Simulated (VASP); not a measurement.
Runs of VASP 6.6.1 on Br. It takes space group Cmce (No. 64, orthorhombic). The conventional cell has a = 6.656 Å, b = 3.903 Å, c = 8.473 Å, α = 90.00°, β = 90.00°, γ = 90.00°. Br (site symmetry m) has 3 Br at 2.40 to 2.93 Å within 3.2 Å. 

| k mesh | smearing | gap on the mesh (eV) | pressure (GPa) | largest force (eV/Å) |
| --- | --- | --- | --- | --- |
| 9 × 9 × 4 | fermi-dirac 1 eV | 1.24 | 7.2 | 1.62 |
| 9 × 9 × 4 | methfessel-paxton 0.3 eV | 1.01 | 0.0 | 0.03 |
| 10 × 10 × 4 | fermi-dirac 0.05 eV | 1.01 | 0.0 | 0.03 |
| 9 × 9 × 4 | fermi-dirac 0.6 eV | (a) | 3.1 | 0.76 |
| 9 × 9 × 4 | methfessel-paxton 0.1 eV | 1.01 | 0.0 | 0.03 |
| 9 × 9 × 4 | gaussian 0.01 eV | 1.01 | 0.0 | 0.03 |
| 9 × 9 × 4 | methfessel-paxton 0.2 eV | 1.01 | 0.0 | 0.03 |
| 9 × 9 × 4 | gaussian 0.03 eV | 1.01 | 0.0 | 0.03 |

Alike in all rows: task single point; level LDA; potentials or basis VASP PAW LDA potentials, release 64 (Br); no spin polarisation; cell as given; cutoff (eV) 520.

Estimate the missing entries.

(a) 1.13.

Caveats: so wide a smearing shifts energies and pressures (at least some runs); the stress differs along the axes, from -1 to 15 GPa (at least some runs); forces of over 1 eV/Å act on the atoms, so gaps and moduli don't describe the material at rest (at least some runs); the stress differs along the axes, from -0 to 7 GPa (at least some runs).

A k mesh can miss the band edges, and the runs leave out spin-orbit coupling on Br.
